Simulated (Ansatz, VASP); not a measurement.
**One calculation of BaTiO3, two programs**

```
Ba Ti O
1.0
     3.98545    0.00000    0.00000
     0.00000    3.98545    0.00000
     0.00000    0.00000    4.07447
Ba Ti O
1 1 3
Direct
  0.50000 0.50000 0.58354
  0.00000 0.00000 0.09986
  0.00000 0.50000 0.06303
  0.50000 0.00000 0.06303
  0.00000 0.00000 0.55053
```

Alike in both runs: task single point; functional PBE; k mesh 8 × 8 × 6; occupations gaussian, width 0.02 eV; no spin polarisation.

```csv
,VASP,Ansatz
version,VASP 6.6.1,Ansatz 0.2.0
potentials or method,"VASP PAW PBE potentials, release 64 (Ba_sv, Ti_sv, O_h), cutoff 1340 eV","scalar-relativistic, plane waves, PAW"
valence electrons in the cell,40,40
```

|  | VASP | Ansatz | Ansatz less VASP |
| --- | --- | --- | --- |
| gap on the k mesh at the Fermi level (eV) | 1.80 | 1.86 | +0.057 |
| least direct gap on the mesh (eV) | 2.24 | 2.26 | +0.028 |
| pressure (GPa) | 4.3 | 2.8 | -1.52 |
| traceless stress, the component that is largest in VASP (GPa) | 0.52 | 0.56 | +0.040 |
| rms of the force components (eV/Å) | 0.017 | 0.000 | -0.0164 |

Atom by atom the forces differ by 0.017 eV/Å (rms over components). The functional is the same, so the differences come from potentials, cutoffs and numerics.

Neither program's run includes spin-orbit coupling.
